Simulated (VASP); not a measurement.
WSe2, 6 atoms in the cell. The structure is hexagonal, space group P6_3/mmc (No. 194). Conventional cell: a = 3.279 Å, b = 3.279 Å, c = 12.789 Å, α = 90.00°, β = 90.00°, γ = 120.00°. W (site symmetry -6m2) has 6 Se at 2.53 Å and 6 W at 3.28 Å within 3.3 Å. Within 3.4 Å of Se (site symmetry 3m) lie 3 W at 2.53 Å and 7 Se at 3.28 to 3.37 Å. 

| Property | Result |
| --- | --- |
| Program | VASP 6.6.1 |
| Task | single point |
| Functional | PBE |
| Dispersion | D3(BJ) |
| Potentials or basis | VASP PAW PBE potentials, release 64 (W_sv, Se) |
| Cutoff | 520 eV |
| k mesh | 12 × 12 × 2 |
| Occupations | gaussian, width 0.02 eV |
| Spin | non-collinear spin, zero start, spin-orbit coupling |
| Starting moments | [[0.0, 0.0, 0.0], [0.0, 0.0, 0.0], [0.0, 0.0, 0.0], [0.0, 0.0, 0.0], [0.0, 0.0, 0.0], [0.0, 0.0, 0.0]] μB |
| Dipole correction | no |
| Further INCAR settings | ALGO = Normal; EDIFF = 1e-07; NBANDS = 68 |

Potentials or basis: VASP PAW PBE potentials, release 64 (W_sv, Se).

Command:

```console
$ cat potpaw_PBE.64/W_sv/POTCAR potpaw_PBE.64/Se/POTCAR > POTCAR
$ mpirun -np 1 vasp_ncl > vasp.out
```

Hardware: 1 thread of Oxide Virtual Turin-like Processor, with other jobs on the host.

How long does it take, and how much memory?

Wall time 16 min on 1 thread of Oxide Virtual Turin-like Processor (shared host), peak memory 0.68 GiB. Counts: scf iterations 16, k points 38.
